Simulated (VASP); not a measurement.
Here is a VASP 6.6.1 calculation.

The input INCAR:

```
SYSTEM = ScAlN2
PREC = Accurate
ENCUT = 600
EDIFF = 1E-6
ISMEAR = 0
SIGMA = 0.1
LREAL = .False.
LASPH = .True.
NELM = 60
ALGO = Normal
ISIF = 3
LWAVE = .False.
LCHARG = .False.
GGA = PE
IBRION = 2
NSW = 90
EDIFFG = -0.04
```

The input KPOINTS:

```
Automatic mesh
0
Gamma
  6 6 6
  0 0 0
```

POSCAR

```
ScAlN2
1.0
    2.1225667700      1.2254644900      4.2185147700
   -2.1225667700      1.2254644900      4.2185147700
    0.0000000000     -2.4509289900      4.2185147700
Sc Al N
1 1 2
Direct
    0.5000000000      0.5000000000      0.5000000000
    0.0000000000      0.0000000000      0.0000000000
    0.1868452900      0.1868452900      0.1868452900
    0.8131547100      0.8131547100      0.8131547100
```

Potentials or basis: VASP PAW PBE potentials, release 64 (Sc_sv, Al, N).

Command:

```bash
$ cat potpaw_PBE.64/Sc_sv/POTCAR potpaw_PBE.64/Al/POTCAR potpaw_PBE.64/N/POTCAR > POTCAR
$ mpirun -np 1 vasp_std > vasp.out
```

Q: Estimate the relaxed cell.

A: a = 3.649 Å, b = 3.649 Å, c = 3.649 Å, α = 74.25°, β = 74.25°, γ = 74.25°.

Q: Estimate the relaxed volume.

A: 10.99 Å³/atom.

Step by step:
| step | energy change (eV) | largest force (eV/Å) | pressure (GPa) | volume (Å³) |
| --- | --- | --- | --- | --- |
| 1 | 0.0000 | 0.6792 | -17.55 | 65.84 |
| 2 | -1.2024 | 0.2719 | 3.75 | 50.07 |
| 3 | -1.2023 | 0.2522 | 3.28 | 50.24 |
| 4 | -1.8380 | 1.4316 | 8.26 | 47.45 |
| 5 | -2.0102 | 3.5818 | 15.33 | 45.60 |
| 6 | -2.3391 | 4.4040 | 12.25 | 45.88 |
| 7 | -3.0660 | 7.2757 | 12.50 | 46.27 |
| 8 | 1.2843 | 16.4777 | 89.23 | 44.82 |
| 9 | -2.4831 | 9.8626 | 21.23 | 46.26 |
| 10 | -2.6542 | 9.7122 | 19.94 | 46.49 |
| 11 | -3.1092 | 9.2488 | 17.31 | 47.15 |
| 12 | -3.7147 | 7.8119 | 17.93 | 48.32 |
| 13 | -1.4175 | 1.2992 | 53.28 | 49.91 |
| 14 | -3.4846 | 8.4151 | 21.82 | 48.57 |
| 15 | -3.1996 | 5.4585 | 31.99 | 49.34 |
| 16 | -3.4657 | 7.8544 | 24.26 | 48.82 |
| 17 | -3.9739 | 5.8849 | 16.78 | 49.45 |
| 18 | -4.7645 | 1.6478 | -0.16 | 51.35 |
| 19 | -4.8443 | 0.6087 | -4.64 | 52.05 |
| 20 | -4.8532 | 0.1982 | -6.46 | 52.37 |
| 21 | -4.8740 | 0.1892 | -6.21 | 52.04 |
| 22 | -4.9337 | 0.1655 | -5.43 | 51.07 |
| 23 | -5.0383 | 0.1270 | -3.58 | 49.14 |
| 24 | -5.1718 | 0.0946 | 1.69 | 45.40 |
| 25 | -4.9227 | 0.2395 | 22.86 | 38.34 |
| 26 | -5.1872 | 0.0972 | 4.13 | 44.16 |
| 27 | -5.2246 | 0.0284 | -1.05 | 44.11 |
| 28 | -5.2248 | 0.0206 | -0.70 | 44.12 |
| 29 | -5.2253 | 0.0047 | -0.39 | 43.97 |

Caveat: the volume moved by over 15 % at a fixed basis, so the end points are rough.
